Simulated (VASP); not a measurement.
Write the native input for VASP 6.6.1 that does the following.

```
Task                   : single point
Functional             : r2SCAN
Potentials or basis    : VASP PAW PBE potentials, release 64 (Cd, Te)
Cutoff                 : 520 eV
k mesh                 : 8 × 8 × 8
Occupations            : gaussian, width 0.05 eV
Spin                   : no spin polarisation
Dipole correction      : no
Further INCAR settings : ALGO = Normal; EDIFF = 1e-06; NBANDS = 16
```

The system is CdTe.

```xyz
2
Lattice="0.0000 3.1796 3.3271 3.1796 0.0000 3.3271 3.1796 3.1796 0.0000" Properties=species:S:1:pos:R:3 pbc="T T T"
Cd    0.0000    0.0000    0.0000
Te    4.7693    4.7693    4.9906
```

This cell differs from its parent crystal: strain -0.030 along x and y, +0.015 along z.

These files were run (other wordings do the same):

POSCAR

```
CdTe
1.0
    0.0000000000      3.1795597148      3.3270650624
    3.1795597148      0.0000000000      3.3270650624
    3.1795597148      3.1795597148      0.0000000000
Cd Te
1 1
Direct
    0.0000000000      0.0000000000      0.0000000000
    0.7500000000      0.7500000000      0.7500000000
```

INCAR.step1

```
SYSTEM = CdTe
PREC = Accurate
ENCUT = 520
ISMEAR = 0
SIGMA = 0.05
LREAL = .FALSE.
LASPH = .TRUE.
NELM = 60
NBANDS = 16
GGA = PE
ALGO = Normal
EDIFF = 1E-4
LWAVE = .TRUE.
LCHARG = .FALSE.
```

INCAR.step2

```
SYSTEM = CdTe
PREC = Accurate
ENCUT = 520
EDIFF = 1E-6
ISMEAR = 0
SIGMA = 0.05
LREAL = .FALSE.
LASPH = .TRUE.
NELM = 60
ALGO = Normal
ISIF = 2
LWAVE = .FALSE.
LCHARG = .FALSE.
METAGGA = R2SCAN
LMIXTAU = .TRUE.
NBANDS = 16
ISTART = 1
```

KPOINTS

```
regular mesh
0
G
  8 8 8
  0 0 0
```

Potentials or basis: VASP PAW PBE potentials, release 64 (Cd, Te).

The run is started by

```sh
$ cat potpaw_PBE.64/Cd/POTCAR potpaw_PBE.64/Te/POTCAR > POTCAR
$ cp INCAR.step1 INCAR
$ mpirun -np 1 vasp_std > vasp.out
$ cp INCAR.step2 INCAR
$ mpirun -np 1 vasp_std > vasp.out
```

Results of the run:

```
Pressure               : 2.2 GPa
Band gap on the k mesh : 1.25 eV
```

Caveat: the cell differs from its parent crystal (strain -0.030 along x and y, +0.015 along z); the PAW data sets were made with another functional, which shifts forces and pressure a little; spin-orbit coupling is left out, which moves the levels of the heavy elements.

Wall time 5 min on 1 thread of Intel Xeon 8259CL, on a shared host, peak memory 0.26 GiB.
